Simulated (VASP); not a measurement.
# TiO2 (P4_2/mnm) in VASP: further runs, part 2 of 3

VASP 6.6.1.

**3. Single point, LDA (in-plane strain -0.02, then relaxed in part)**

INCAR reads:

```
PREC     = Accurate       # precision mode
ENCUT    = 520            # plane-wave cutoff, eV
EDIFF    = 1E-6           # SCF threshold, eV
ISMEAR   = 0              # smearing method
SIGMA    = 0.01           # smearing width, eV
LREAL    = False          # projectors in reciprocal space
LASPH    = True           # aspherical terms in the spheres
NELM     = 60             # most SCF steps
ALGO     = Normal         # electronic algorithm
ISIF     = 2              # what is computed and relaxed
LWAVE    = False          # write WAVECAR
LCHARG   = False          # write CHGCAR
NBANDS   = 33             # bands
```

KPOINTS reads:

```
Automatic mesh
0
Gamma
  6 6 8
```

POSCAR reads:

```
TiO2
1.0
    4.4571981513      0.0000000000      0.0000000000
    0.0000000000      4.4571981513      0.0000000000
    0.0000000000      0.0000000000      2.9592581506
Ti O
2 4
Direct
    0.0000000000      0.0000000000      0.0000000000
    0.5000000000      0.5000000000      0.5000000000
    0.3037121013      0.3037121013      0.0000000000
    0.1962878987      0.8037121013      0.5000000000
    0.6962878987      0.6962878987      0.0000000000
    0.8037121013      0.1962878987      0.5000000000
```

Potentials or basis: VASP PAW LDA potentials, release 64 (Ti_sv, O).

On the command line:

```bash
$ cat potpaw_LDA.64/Ti_sv/POTCAR potpaw_LDA.64/O/POTCAR > POTCAR
$ mpirun -np 1 vasp_std > vasp.out
```

OUTCAR:

```text
PREC = Accurate
   ENCUT = 520
   EDIFF = 1E-6
   ISMEAR = 0
   LREAL = False
   LASPH = True
   NELM = 60
   ISIF = 2

 ion  position               nearest neighbor table
   1  0.000  0.000  0.000-   3 1.91   5 1.91   4 1.93   6 1.93   4 1.93   6 1.93
   2  0.500  0.500  0.500-   4 1.91   6 1.91   5 1.93   3 1.93   3 1.93   5 1.93
   3  0.304  0.304  0.000-   1 1.91   2 1.93   2 1.93
   4  0.196  0.804  0.500-   2 1.91   1 1.93   1 1.93
   5  0.696  0.696  0.000-   1 1.91   2 1.93   2 1.93
   6  0.804  0.196  0.500-   2 1.91   1 1.93   1 1.93

  LATTYP: Found a simple tetragonal cell.
 ALAT       =     4.4571981513
 C/A-ratio  =     0.6639278870

  Lattice vectors:

 A1 = (   4.4571981513,   0.0000000000,   0.0000000000)
 A2 = (   0.0000000000,   4.4571981513,   0.0000000000)
 A3 = (   0.0000000000,   0.0000000000,   2.9592581506)

Analysis of symmetry for initial positions (statically):
=====================================================================
 Subroutine PRICEL returns:
 Original cell was already a primitive cell.

 Routine SETGRP: Setting up the symmetry group for a
 simple tetragonal supercell.

 Subroutine GETGRP returns: Found 16 space group operations
 (whereof  8 operations were pure point group operations)
 out of a pool of 16 trial point group operations.

The static configuration has the point symmetry D_2h.
 The point group associated with its full space group is D_4h.

Analysis of symmetry for dynamics (positions and initial velocities):
=====================================================================
 Subroutine PRICEL returns:
 Original cell was already a primitive cell.

 Routine SETGRP: Setting up the symmetry group for a
 simple tetragonal supercell.

 Subroutine GETGRP returns: Found 16 space group operations
 (whereof  8 operations were pure point group operations)
 out of a pool of 16 trial point group operations.

The dynamic configuration has the point symmetry D_2h.
 The point group associated with its full space group is D_4h.

 Subroutine INISYM returns: Found 16 space group operations
 (whereof  8 operations are pure point group operations),
 and found     1 'primitive' translations

----------------------------------------------------------------------------------------

                                     Primitive cell

  volume of cell :      58.7904

  direct lattice vectors                    reciprocal lattice vectors
     4.457198151  0.000000000  0.000000000     0.224356191  0.000000000  0.000000000
     0.000000000  4.457198151  0.000000000     0.000000000  0.224356191  0.000000000
     0.000000000  0.000000000  2.959258151     0.000000000  0.000000000  0.337922530

  length of vectors
     4.457198151  4.457198151  2.959258151     0.224356191  0.224356191  0.337922530

  position of ions in fractional coordinates (direct lattice)
     0.000000000  0.000000000  0.000000000
     0.500000000  0.500000000  0.500000000
     0.303712101  0.303712101  0.000000000
     0.196287899  0.803712101  0.500000000
     0.696287899  0.696287899  0.000000000
     0.803712101  0.196287899  0.500000000

  ion indices of the primitive-cell ions
   primitive index   ion index
                 1           1
                 2           2
                 3           3
                 4           4
                 5           5
                 6           6

[... 23 lines left out ...]

 Found     50 irreducible k-points:

 Following reciprocal coordinates:
            Coordinates               Weight
  0.000000  0.000000  0.000000      1.000000
  0.166667  0.000000  0.000000      4.000000
  0.333333  0.000000  0.000000      4.000000
  0.500000  0.000000  0.000000      2.000000
  0.166667  0.166667  0.000000      4.000000
  0.333333  0.166667  0.000000      8.000000
[... 16 lines left out ...]
  0.333333  0.000000  0.250000      8.000000
  0.500000  0.000000  0.250000      4.000000
 [... further k-points ...]
   k-points           NKPTS =     50   k-points in BZ     NKDIM =     50   number of bands    NBANDS=     33
   number of dos      NEDOS =    301   number of ions     NIONS =      6
   total plane-waves  NPLWV =  31104
   dimension x,y,z NGX =    36 NGY =   36 NGZ =   24
   dimension x,y,z NGXF=    72 NGYF=   72 NGZF=   48
   ions per type =               2   4
   NGX,Y,Z   is equivalent  to a cutoff of  13.43, 13.43, 13.48 a.u.
   NGXF,Y,Z  is equivalent  to a cutoff of  26.85, 26.85, 26.97 a.u.
 SYSTEM =  unknown system
   PREC   = accura    normal or accurate (medium, high low for compatibility)
   ISTART =      0    job   : 0-new  1-cont  2-samecut
   ICHARG =      2    charge: 1-file 2-atom 10-const
   ISPIN  =      1    spin polarized calculation?
   LNONCOLLINEAR =      F non collinear calculations
   LSORBIT =      F    spin-orbit coupling
   LASPH  =      T    aspherical Exc in radial PAW
   ENCUT  =  520.0 eV  38.22 Ry    6.18 a.u.   8.29  8.29  5.50*2*pi/ulx,y,z
   NELM   =     60;   NELMIN=  2; NELMDL= -5     # of ELM steps
   EDIFF  = 0.1E-05   stopping-criterion for ELM
   LREAL  =      F    real-space projection
   EDIFFG = 0.1E-04   stopping-criterion for IOM
   NSW    =      0    number of steps for IOM
   IBRION =     -1    ionic relax: 0-MD 1-quasi-New 2-CG
   NFREE  =      0    steps in history (QN), initial steepest desc. (CG)
   ISIF   =      2    stress and relaxation
   ISYM   =      2    0-nonsym 1-usesym 2-fastsym
   POTIM  = 0.5000    time-step for ionic-motion
   TEBEG  =    0.0;   TEEND  =   0.0 temperature during run
   PSTRESS=    0.0 pullay stress
   NELECT =      48.0000    total number of electrons
   NUPDOWN=      -1.0000    fix difference up-down
   EMIN   =  10.00;   EMAX   =-10.00  energy-range for DOS
   EFERMI =   0.00;   METHOD = LEGACY
   ISMEAR =     0;   SIGMA  =   0.01  broadening in eV -4-tet -1-fermi 0-gaus
   EFERMI_NEDOS =   21; number of points for ismear=-14 and -15
   IALGO  =     38    algorithm
   IMIX   =      4    mixing-type and parameters
     AMIX     =   0.40;   BMIX     =  1.00
     AMIX_MAG =   1.60;   BMIX_MAG =  1.00
  volume/ion in A,a.u.               =       9.80        66.12
  Fermi-wavevector in a.u.,A,eV,Ry     =   1.530099  2.891469 31.854020  2.341204
  Thomas-Fermi vector in A             =   2.637629
   LORBIT       =      0    0 simple, 1 ext, 2 COOP (PROOUT), +10 PAW based schemes
   GGA     = CA    functional components
   LHFCALC =     F    Hartree Fock is set to
   AEXX    =    0.0000 exact exchange contribution
   IVDW    =     0    specifies the selected vdW correction
   LEPSILON=     F    determine dielectric tensor
   LRPA    =     F    only Hartree local field effects (RPA)
 non-spin polarized calculation
 Gauss-broadening in eV      SIGMA  =   0.01
  energy-cutoff  :      520.00
  volume of cell :       58.79
 maximum number of plane-waves:      1608
 NGX is ok and might be reduce to    36
   NGX = 17   NGY = 17   NGZ = 11

 number of electron      47.9999968 magnetization

 Free energy of the ion-electron system (eV)
  ---------------------------------------------------
  ext. energy  EPLUGINS =         0.00000000
  ---------------------------------------------------
  free energy    TOTEN  =       -58.70292597 eV

  energy without entropy =      -58.70292597  energy(sigma->0) =      -58.70292597

 E-fermi :   5.3648     XC(G=0): -12.3226

 val. band max:        5.3056960648   @ k =   0.0000   0.0000   0.0000
 cond. band min:       7.1422976469   @ k =   0.0000   0.0000   0.0000
 fundamental gap:      1.8366015821
 Fermi energy:         5.3647776118

 k-point     1 :       0.0000    0.0000    0.0000
  band No.  band energies     occupation
      1     -50.7962      2.00000
      2     -50.7691      2.00000
      3     -27.5721      2.00000
      4     -27.5721      2.00000
      5     -27.3544      2.00000
      6     -27.3544      2.00000
[... 853 lines left out ...]
     32      10.7992      0.00000
     33      12.3905      0.00000

 [... further k-points ...]
[... 5 lines left out ...]
  --------------------------------------------------------------------------------------
  -------------------------------------------------------------------------------------
  Total        3.5907973      3.5907973      0.6066897      0.0000000      0.0000000      0.0000000
  in kB       97.8576408     97.8576408     16.5337155      0.0000000      0.0000000      0.0000000
  external PRESSURE =      70.7496657 kB  Pullay stress =       0.0000000 kB

 VOLUME and BASIS-vectors are now :
 -----------------------------------------------------------------------------
  energy-cutoff  :      520.00
  volume of cell :       58.79
      direct lattice vectors                 reciprocal lattice vectors
     4.457198151  0.000000000  0.000000000     0.224356191  0.000000000  0.000000000
     0.000000000  4.457198151  0.000000000     0.000000000  0.224356191  0.000000000
     0.000000000  0.000000000  2.959258151     0.000000000  0.000000000  0.337922530

 POSITION                                       TOTAL-FORCE (eV/Angst)
 -----------------------------------------------------------------------------------
      0.00000      0.00000      0.00000         0.000000      0.000000      0.000000
      2.22860      2.22860      1.47963         0.000000      0.000000      0.000000
      1.35371      1.35371      0.00000        -0.015327     -0.015327      0.000000
      0.87489      3.58230      1.47963         0.015327     -0.015327      0.000000
      3.10349      3.10349      0.00000         0.015327      0.015327      0.000000
      3.58230      0.87489      1.47963        -0.015327      0.015327      0.000000
 -----------------------------------------------------------------------------------
    total drift:                                0.000000      0.000000     -0.000000

  FREE ENERGIE OF THE ION-ELECTRON SYSTEM (eV)
  ---------------------------------------------------
  free  energy   TOTEN  =       -58.7029259716 eV

  energy  without entropy=      -58.7029259716  energy(sigma->0) =      -58.70292597
```

Wall time 3.2 min (1 thread of Intel Xeon 8259CL, shared host); peak memory 0.2 GiB.

Results:

* Free energy: -58.7029 eV
* Pressure: 7.1 GPa
* Largest force: 0.022 eV/Å
* Band gap on the k mesh: 1.84 eV

Forces on the atoms (eV/Å):
```
Ti   0.000  0.000  0.000
Ti   0.000  0.000  0.000
O   -0.015 -0.015  0.000
O    0.015 -0.015  0.000
O    0.015  0.015  0.000
O   -0.015  0.015  0.000
```

Stress tensor (GPa, compression positive):
```
9.79 0.00 0.00
0.00 9.79 0.00
0.00 0.00 1.65
```

Levels at points of the mesh, in eV from the valence-band top:
```
           k point  band 21  band 22  band 23  band 24  band 25  band 26  band 27  band 28
(0.00, 0.00, 0.00)    -0.83    -0.48    -0.48     0.00     1.84     2.19     2.33     2.45
(0.50, 0.00, 0.00)    -1.96    -1.96    -0.84    -0.84     2.60     2.60     3.12     3.12
(0.50, 0.50, 0.00)    -1.52    -1.52    -1.09    -1.09     1.92     1.92     2.48     2.48
(0.00, 0.00, 0.50)    -2.74    -2.74    -1.49    -1.49     3.06     3.06     3.15     3.15
(0.50, 0.00, 0.50)    -2.22    -2.22    -1.18    -1.18     1.87     1.87     3.10     3.10
(0.50, 0.50, 0.50)    -1.51    -1.51    -0.67    -0.67     2.66     2.66     3.12     3.12
```

Caveat: the cell differs from its parent crystal (in-plane strain -0.02, then relaxed in part); the cell stands under pressure.

**4. Single point, LDA (film at in-plane strain -0.02)**

INCAR reads:

```
SYSTEM = TiO2
ALGO     = Normal         ! electronic algorithm
EDIFF    = 1E-7           ! SCF threshold, eV
ENCUT    = 520            ! plane-wave cutoff, eV
GGA      = CA             ! functional
ISIF     = 2              ! what is computed and relaxed
ISMEAR   = 0              ! smearing method
LASPH    = .TRUE.         ! aspherical terms in the spheres
LCHARG   = .FALSE.        ! write CHGCAR
LREAL    = .FALSE.        ! projectors in reciprocal space
LWAVE    = .FALSE.        ! write WAVECAR
NBANDS   = 33             ! bands
NELM     = 60             ! most SCF steps
PREC     = Accurate       ! precision mode
SIGMA    = 0.01           ! smearing width, eV
```

KPOINTS reads:

```
k-points
0
G
  6 6 8
  0 0 0
```

POSCAR is that of step 3.

On the command line:

```bash
$ cat potpaw_LDA.64/Ti_sv/POTCAR potpaw_LDA.64/O/POTCAR > POTCAR
$ mpirun -np 1 vasp_std > vasp.out
```

It took 91 s on 1 thread of Intel Xeon 8259CL, shared host; peak memory 0.2 GiB.

It converged, with:

```
Free energy            : -58.7029 eV
Pressure               : 7.1 GPa
Largest force          : 0.022 eV/Å
Band gap on the k mesh : 1.84 eV
```

Forces on the atoms (eV/Å):
```
Ti   0.000  0.000  0.000
Ti   0.000  0.000  0.000
O   -0.015 -0.015  0.000
O    0.015 -0.015  0.000
O    0.015  0.015  0.000
O   -0.015  0.015  0.000
```

Stress tensor (GPa, compression positive):
```
9.79 0.00 0.00
0.00 9.79 0.00
0.00 0.00 1.65
```

Levels at points of the mesh, in eV from the valence-band top:
| k point | band 20 | band 21 | band 22 | band 23 | band 24 | band 25 | band 26 | band 27 | band 28 | band 29 |
| --- | --- | --- | --- | --- | --- | --- | --- | --- | --- | --- |
| (0.00, 0.00, 0.00) | -2.31 | -0.83 | -0.48 | -0.48 | 0.00 | 1.84 | 2.19 | 2.33 | 2.45 | 2.45 |
| (0.50, 0.00, 0.00) | -3.25 | -1.96 | -1.96 | -0.84 | -0.84 | 2.60 | 2.60 | 3.12 | 3.12 | 3.65 |
| (0.50, 0.50, 0.00) | -2.40 | -1.52 | -1.52 | -1.09 | -1.09 | 1.92 | 1.92 | 2.48 | 2.48 | 3.96 |
| (0.00, 0.00, 0.50) | -2.85 | -2.74 | -2.74 | -1.49 | -1.49 | 3.06 | 3.06 | 3.15 | 3.15 | 3.86 |
| (0.50, 0.00, 0.50) | -2.56 | -2.22 | -2.22 | -1.18 | -1.18 | 1.87 | 1.87 | 3.10 | 3.10 | 4.14 |
| (0.50, 0.50, 0.50) | -2.70 | -1.51 | -1.51 | -0.67 | -0.67 | 2.66 | 2.66 | 3.12 | 3.12 | 3.31 |

Caveat: the cell differs from its parent crystal (film at in-plane strain -0.02); the cell stands under pressure. A k mesh can miss the band edges.

**5. Single point, LDA (in-plane strain -0.01, then relaxed in part)**

INCAR reads:

```
SYSTEM = TiO2
  PREC = Accurate
  ENCUT = 520
  EDIFF = 1E-7
  ISMEAR = 0
  SIGMA = 0.01
  LREAL = .FALSE.
  LASPH = .TRUE.
  NELM = 100
  ALGO = Normal
  ISIF = 2
  LWAVE = .FALSE.
  LCHARG = .FALSE.
  GGA = CA
  NBANDS = 33
```

KPOINTS reads:

```
Automatic mesh
0
G
  6 6 8
  0 0 0
```

POSCAR reads:

```
TiO2
1.0
    4.5026797651      0.0000000000      0.0000000000
    0.0000000000      4.5026797651      0.0000000000
    0.0000000000      0.0000000000      2.9373049275
Ti O
2 4
Direct
    0.0000000000      0.0000000000      0.0000000000
    0.5000000000      0.5000000000      0.5000000000
    0.3037510072      0.3037510072      0.0000000000
    0.1962489928      0.8037510072      0.5000000000
    0.6962489928      0.6962489928      0.0000000000
    0.8037510072      0.1962489928      0.5000000000
```

On the command line:

```bash
$ cat potpaw_LDA.64/Ti_sv/POTCAR potpaw_LDA.64/O/POTCAR > POTCAR
$ mpirun -np 1 vasp_std > vasp.out
```

Run time: 1.8 min. Hardware: 1 thread of Intel Xeon 8259CL, shared host; peak memory 0.2 GiB.

It converged, with:

- Free energy: -58.7562 eV
- Pressure: 4.1 GPa
- Largest force: 0.030 eV/Å
- Band gap on the k mesh: 1.83 eV

Forces on the atoms (eV/Å):
```
Ti   0.000  0.000  0.000
Ti   0.000  0.000  0.000
O   -0.021 -0.021  0.000
O    0.021 -0.021  0.000
O    0.021  0.021  0.000
O   -0.021  0.021  0.000
```

Stress tensor (GPa, compression positive):
```
5.33 0.00 0.00
0.00 5.33 0.00
0.00 0.00 1.62
```

Levels at points of the mesh, in eV from the valence-band top:
```tsv
k point	band 22	band 23	band 24	band 25	band 26	band 27
(0.00, 0.00, 0.00)	-0.48	-0.48	0.00	1.83	2.14	2.36
(0.50, 0.00, 0.00)	-1.83	-0.82	-0.82	2.56	2.56	3.11
(0.50, 0.50, 0.00)	-1.42	-1.11	-1.11	1.88	1.88	2.51
(0.00, 0.00, 0.50)	-2.72	-1.49	-1.49	3.09	3.09	3.17
(0.50, 0.00, 0.50)	-2.19	-1.15	-1.15	1.86	1.86	3.20
(0.50, 0.50, 0.50)	-1.46	-0.68	-0.68	2.64	2.64	3.22
```

Caveat: the cell differs from its parent crystal (in-plane strain -0.01, then relaxed in part); the cell stands under pressure. A k mesh can miss the band edges.

(Continued in part 3 of 3.)
